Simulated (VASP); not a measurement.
# ZrB3 (I4/mmm) in VASP: single point with r2SCAN

Aim: the single point of ZrB3 with r2SCAN.

All numbers are computed with VASP 6.6.1; they aren't measurements. Logs are shortened: lines on timing, memory, paths and dates and some standing lists are left out, and cuts for length are marked.

## 1. The cell of the first run

Symmetry: I4/mmm, No. 139, tetragonal system. Conventional cell: a = 3.274 Å, b = 3.274 Å, c = 7.803 Å, α = 90.00°, β = 90.00°, γ = 90.00°. Within 3.1 Å of Zr (site symmetry 4/mmm) lie 12 B at 2.32 to 2.55 Å. Within 3.1 Å of B (site symmetry 4/mmm) lie 4 Zr at 2.32 Å and 8 B at 2.55 Å. B (site symmetry -4m2) has 8 B at 2.32 to 2.55 Å and 4 Zr at 2.55 Å within 3.1 Å.

## 2. Single point, r2SCAN

Input file POSCAR:

```
ZrB3
1.0
   -1.6371837548      1.6371837548      3.9015058404
    1.6371837548     -1.6371837548      3.9015058404
    1.6371837548      1.6371837548     -3.9015058404
Zr B
1 3
Direct
    0.0000000000      0.0000000000      0.0000000000
    0.5000000000      0.5000000000      0.0000000000
    0.7500000000      0.2500000000      0.5000000000
    0.2500000000      0.7500000000      0.5000000000
```

Input file INCAR.step1:

```
SYSTEM = ZrB3
ALGO = Normal
EDIFF = 1E-5
ENCUT = 550
GGA = PE
GGA_COMPAT = .FALSE.
ISMEAR = 0
LASPH = .TRUE.
LCHARG = .FALSE.
LREAL = .FALSE.
LWAVE = .TRUE.
NBANDS = 18
NELM = 120
PREC = Accurate
SIGMA = 0.1
```

Input file INCAR.step2:

```
SYSTEM = ZrB3
ALGO = Normal
EDIFF = 1E-6
ENCUT = 550
GGA_COMPAT = .FALSE.
ISIF = 2
ISMEAR = 0
ISTART = 1
LASPH = .TRUE.
LCHARG = .FALSE.
LMIXTAU = .TRUE.
LREAL = .FALSE.
LWAVE = .FALSE.
METAGGA = R2SCAN
NBANDS = 18
NELM = 120
PREC = Accurate
SIGMA = 0.1
```

Input file KPOINTS:

```
k-points
0
G
  18 18 18
  0 0 0
```

Potentials or basis: VASP PAW PBE potentials, release 64 (Zr_sv, B).

Launch:

```sh
$ cat potpaw_PBE.64/Zr_sv/POTCAR potpaw_PBE.64/B/POTCAR > POTCAR
$ cp INCAR.step1 INCAR
$ mpirun -np 1 vasp_std > vasp.out
$ cp INCAR.step2 INCAR
$ mpirun -np 1 vasp_std > vasp.out
```

OUTCAR:

```text
SYSTEM = ZrB3
   EDIFF = 1E-6
   ENCUT = 550
   ISIF = 2
   ISMEAR = 0
   ISTART = 1
   LASPH = .TRUE.
   LREAL = .FALSE.
   METAGGA = R2SCAN
   NELM = 120
   PREC = Accurate

 ion  position               nearest neighbor table
   1  0.000  0.000  0.000-   2 2.32   2 2.32   2 2.32   2 2.32   4 2.55   3 2.55   4 2.55   3 2.55
                             3 2.55   3 2.55   4 2.55   4 2.55
   2  0.500  0.500  0.000-   1 2.32   1 2.32   1 2.32   1 2.32
   3  0.750  0.250  0.500-   1 2.55   1 2.55   1 2.55   1 2.55
   4  0.250  0.750  0.500-   1 2.55   1 2.55   1 2.55   1 2.55

  LATTYP: Found a body centered tetragonal cell.
 ALAT       =     3.2743675096
 C/A-ratio  =     2.3830592192

  Lattice vectors:

 A1 = (  -1.6371837548,   1.6371837548,   3.9015058404)
 A2 = (   1.6371837548,  -1.6371837548,   3.9015058404)
 A3 = (   1.6371837548,   1.6371837548,  -3.9015058404)

Analysis of symmetry for initial positions (statically):
=====================================================================
 Subroutine PRICEL returns:
 Original cell was already a primitive cell.

 Routine SETGRP: Setting up the symmetry group for a
 body centered tetragonal supercell.

 Subroutine GETGRP returns: Found 16 space group operations
 (whereof 16 operations were pure point group operations)
 out of a pool of 16 trial point group operations.

The static configuration has the point symmetry D_4h.

Analysis of symmetry for dynamics (positions and initial velocities):
=====================================================================
 Subroutine PRICEL returns:
 Original cell was already a primitive cell.

 Routine SETGRP: Setting up the symmetry group for a
 body centered tetragonal supercell.

 Subroutine GETGRP returns: Found 16 space group operations
 (whereof 16 operations were pure point group operations)
 out of a pool of 16 trial point group operations.

The dynamic configuration has the point symmetry D_4h.

 Subroutine INISYM returns: Found 16 space group operations
 (whereof 16 operations are pure point group operations),
 and found     1 'primitive' translations

----------------------------------------------------------------------------------------

                                     Primitive cell

  volume of cell :      41.8299

  direct lattice vectors                    reciprocal lattice vectors
    -1.637183755  1.637183755  3.901505840     0.000000000  0.305402493  0.128155646
     1.637183755 -1.637183755  3.901505840     0.305402493  0.000000000  0.128155646
     1.637183755  1.637183755 -3.901505840     0.305402493  0.305402493  0.000000000

  length of vectors
     4.536792823  4.536792823  4.536792823     0.331201679  0.331201679  0.431904347

  position of ions in fractional coordinates (direct lattice)
     0.000000000  0.000000000  0.000000000
     0.500000000  0.500000000  0.000000000
     0.750000000  0.250000000  0.500000000
     0.250000000  0.750000000  0.500000000

  ion indices of the primitive-cell ions
   primitive index   ion index
                 1           1
                 2           2
                 3           3
                 4           4

----------------------------------------------------------------------------------------

 KPOINTS: k-points

Automatic generation of k-mesh.
 Grid dimensions read from file:
 generate k-points for:   18   18   18

 Generating k-lattice:

  Cartesian coordinates                     Fractional coordinates (reciprocal lattice)
     0.000000000  0.016966805  0.007119758     0.055555556 -0.000000000  0.000000000
     0.016966805  0.000000000  0.007119758    -0.000000000  0.055555556  0.000000000
     0.016966805  0.016966805  0.000000000     0.000000000  0.000000000  0.055555556

  Length of vectors
     0.018400093  0.018400093  0.023994686

  Shift w.r.t. Gamma in fractional coordinates (k-lattice)
     0.000000000  0.000000000  0.000000000

 Subroutine IBZKPT returns following result:
 ===========================================

 Found    480 irreducible k-points:

 Following reciprocal coordinates:
            Coordinates               Weight
  0.000000  0.000000  0.000000      1.000000
  0.055556  0.000000 -0.000000      8.000000
  0.111111  0.000000 -0.000000      8.000000
  0.166667  0.000000  0.000000      8.000000
  0.222222 -0.000000  0.000000      8.000000
  0.277778  0.000000  0.000000      8.000000
[... 16 lines left out ...]
 -0.277778  0.055556  0.000000     16.000000
 -0.222222  0.055556 -0.000000     16.000000
 [... further k-points ...]
   k-points           NKPTS =    480   k-points in BZ     NKDIM =    480   number of bands    NBANDS=     18
   number of dos      NEDOS =    301   number of ions     NIONS =      4
   total plane-waves  NPLWV =  46656
   dimension x,y,z NGX =    36 NGY =   36 NGZ =   36
   dimension x,y,z NGXF=    72 NGYF=   72 NGZF=   72
   ions per type =               1   3
   NGX,Y,Z   is equivalent  to a cutoff of  13.19, 13.19, 13.19 a.u.
   NGXF,Y,Z  is equivalent  to a cutoff of  26.38, 26.38, 26.38 a.u.
 SYSTEM =  ZrB3
   PREC   = accura    normal or accurate (medium, high low for compatibility)
   ISTART =      1    job   : 0-new  1-cont  2-samecut
   ICHARG =      0    charge: 1-file 2-atom 10-const
   ISPIN  =      1    spin polarized calculation?
   LNONCOLLINEAR =      F non collinear calculations
   LSORBIT =      F    spin-orbit coupling
   LASPH  =      T    aspherical Exc in radial PAW
   ENCUT  =  550.0 eV  40.42 Ry    6.36 a.u.   8.68  8.68  8.68*2*pi/ulx,y,z
   NELM   =    120;   NELMIN=  2; NELMDL=  0     # of ELM steps
   EDIFF  = 0.1E-05   stopping-criterion for ELM
   LREAL  =      F    real-space projection
   EDIFFG = 0.1E-04   stopping-criterion for IOM
   NSW    =      0    number of steps for IOM
   IBRION =     -1    ionic relax: 0-MD 1-quasi-New 2-CG
   NFREE  =      0    steps in history (QN), initial steepest desc. (CG)
   ISIF   =      2    stress and relaxation
   ISYM   =      2    0-nonsym 1-usesym 2-fastsym
   POTIM  = 0.5000    time-step for ionic-motion
   TEBEG  =    0.0;   TEEND  =   0.0 temperature during run
   PSTRESS=    0.0 pullay stress
   NELECT =      21.0000    total number of electrons
   NUPDOWN=      -1.0000    fix difference up-down
   EMIN   =  10.00;   EMAX   =-10.00  energy-range for DOS
   EFERMI =   0.00;   METHOD = LEGACY
   ISMEAR =     0;   SIGMA  =   0.10  broadening in eV -4-tet -1-fermi 0-gaus
   EFERMI_NEDOS =   21; number of points for ismear=-14 and -15
   IALGO  =     38    algorithm
   IMIX   =      4    mixing-type and parameters
     AMIX     =   0.40;   BMIX     =  1.00
     AMIX_MAG =   1.60;   BMIX_MAG =  1.00
  volume/ion in A,a.u.               =      10.46        70.57
  Fermi-wavevector in a.u.,A,eV,Ry     =   1.301125  2.458769 23.033647  1.692925
  Thomas-Fermi vector in A             =   2.432279
   LORBIT       =      0    0 simple, 1 ext, 2 COOP (PROOUT), +10 PAW based schemes
   METAGGA = R2SCAN    functional components
   LHFCALC =     F    Hartree Fock is set to
   AEXX    =    0.0000 exact exchange contribution
   IVDW    =     0    specifies the selected vdW correction
   LEPSILON=     F    determine dielectric tensor
   LRPA    =     F    only Hartree local field effects (RPA)
 non-spin polarized calculation
 Gauss-broadening in eV      SIGMA  =   0.10
  energy-cutoff  :      550.00
  volume of cell :       41.83
 maximum number of plane-waves:      1243
   NGX = 17   NGY = 17   NGZ = 17

 number of electron      21.0000000 magnetization

 Free energy of the ion-electron system (eV)
  ---------------------------------------------------
  ext. energy  EPLUGINS =         0.00000000
  ---------------------------------------------------
  free energy    TOTEN  =       -42.32111170 eV

  energy without entropy =      -42.31692110  energy(sigma->0) =      -42.31901640

 E-fermi :   7.8832     XC(G=0): -12.9180

 val. band max:        7.8797325891   @ k =   0.3333   0.0556   0.0000
 cond. band min:       7.8957675304   @ k =  -0.3889  -0.3889   0.2222
 fundamental gap:      0.0160349413
 Fermi energy:         7.8832099554

 k-point     1 :       0.0000    0.0000    0.0000
  band No.  band energies     occupation
      1     -40.8020      2.00000
      2     -18.3598      2.00000
      3     -18.1373      2.00000
      4     -18.1373      2.00000
      5      -4.2779      2.00000
      6       2.7978      2.00000
[... 10 lines left out ...]
     17      15.7381      0.00000
     18      16.4666      0.00000

 k-point     2 :       0.0556    0.0000   -0.0000
  band No.  band energies     occupation
      1     -40.8004      2.00000
      2     -18.3587      2.00000
      3     -18.1576      2.00000
      4     -18.1348      2.00000
      5      -4.2187      2.00000
      6       2.7808      2.00000
[... 10 lines left out ...]
     17      15.8345      0.00000
     18      16.4354      0.00000

 k-point     3 :       0.1111    0.0000   -0.0000
  band No.  band energies     occupation
      1     -40.7961      2.00000
      2     -18.3553      2.00000
      3     -18.2158      2.00000
      4     -18.1278      2.00000
      5      -4.0437      2.00000
      6       2.7111      2.00000
[... 10 lines left out ...]
     17      15.8732      0.00000
     18      16.3409      0.00000

 k-point     4 :       0.1667    0.0000    0.0000
  band No.  band energies     occupation
      1     -40.7894      2.00000
      2     -18.3510      2.00000
      3     -18.3026      2.00000
      4     -18.1170      2.00000
      5      -3.7610      2.00000
      6       2.5332      2.00000
[... 375 lines left out ...]
      4     -18.0952      2.00000
      5      -2.4295      2.00000
      6       1.2885      2.00000
[... 10 lines left out ...]
     17      15.8057      0.00000
     18      16.2027      0.00000

 k-point    23 :      -0.2778    0.0556    0.0000
  band No.  band energies     occupation
      1     -40.7710      2.00000
      2     -18.5170      2.00000
      3     -18.3289      2.00000
      4     -18.1087      2.00000
      5      -2.9448      2.00000
      6       1.8684      2.00000
[... 10 lines left out ...]
     17      15.9392      0.00000
     18      16.3604      0.00000

 k-point    24 :      -0.2222    0.0556   -0.0000
  band No.  band energies     occupation
      1     -40.7797      2.00000
      2     -18.4072      2.00000
      3     -18.3360      2.00000
      4     -18.1231      2.00000
      5      -3.3922      2.00000
      6       2.4202      2.00000
[... 10 lines left out ...]
     17      15.8898      0.00000
     18      16.2235      0.00000

 [... further k-points ...]

------------------------ aborting loop because EDIFF is reached ----------------------------------------

  FORCE on cell =-STRESS in cart. coord.  units (eV):
  Direction    XX          YY          ZZ          XY          YZ          ZX
  --------------------------------------------------------------------------------------
  -------------------------------------------------------------------------------------
  Total        0.0330484      0.0330484      0.0145990      0.0000000     -0.0000000      0.0000000
  in kB        1.2658268      1.2658268      0.5591737      0.0000000     -0.0000000      0.0000000
  external PRESSURE =       1.0302757 kB  Pullay stress =       0.0000000 kB

 VOLUME and BASIS-vectors are now :
 -----------------------------------------------------------------------------
  energy-cutoff  :      550.00
  volume of cell :       41.83
      direct lattice vectors                 reciprocal lattice vectors
    -1.637183755  1.637183755  3.901505840     0.000000000  0.305402493  0.128155646
     1.637183755 -1.637183755  3.901505840     0.305402493  0.000000000  0.128155646
     1.637183755  1.637183755 -3.901505840     0.305402493  0.305402493  0.000000000

 POSITION                                       TOTAL-FORCE (eV/Angst)
 -----------------------------------------------------------------------------------
      0.00000      0.00000      0.00000        -0.000000      0.000000      0.000000
      0.00000      0.00000      3.90151        -0.000000      0.000000      0.000000
     -0.00000      1.63718      1.95075         0.000000     -0.000000     -0.000000
      1.63718     -0.00000      1.95075        -0.000000      0.000000     -0.000000
 -----------------------------------------------------------------------------------
    total drift:                               -0.000000      0.000000      0.000000

  FREE ENERGIE OF THE ION-ELECTRON SYSTEM (eV)
  ---------------------------------------------------
  free  energy   TOTEN  =       -42.3211116977 eV

  energy  without entropy=      -42.3169210964  energy(sigma->0) =      -42.31901640
```

It took 56 min on 1 thread of Oxide Virtual Turin-like, shared host; peak memory 0.47 GiB.

Results:

```
Free energy            : -42.3211 eV
Pressure               : 0.1 GPa
Band gap on the k mesh : zero (an odd number of electrons rules out a gap without spin polarisation)
```

Levels at points of the mesh, in eV from the Fermi level:
```
           k point  band 9  band 10  band 11  band 12  band 13  band 14
(0.00, 0.00, 0.00)   -1.96    -1.96     1.22     2.22     2.22     4.13
(0.50, 0.00, 0.00)   -2.26    -0.70     1.53     2.69     3.00     4.74
(0.50, 0.50, 0.00)   -3.05    -1.98    -1.79     2.95     4.02     6.38
(0.50, 0.50, 0.50)   -1.16     0.17     3.28     3.28     4.14     4.14
```

Caveat: the PAW data sets were made with another functional, which shifts forces and pressure a little; an odd number of electrons without spin polarisation forces a metal; a magnetic or distorted state may lie lower.
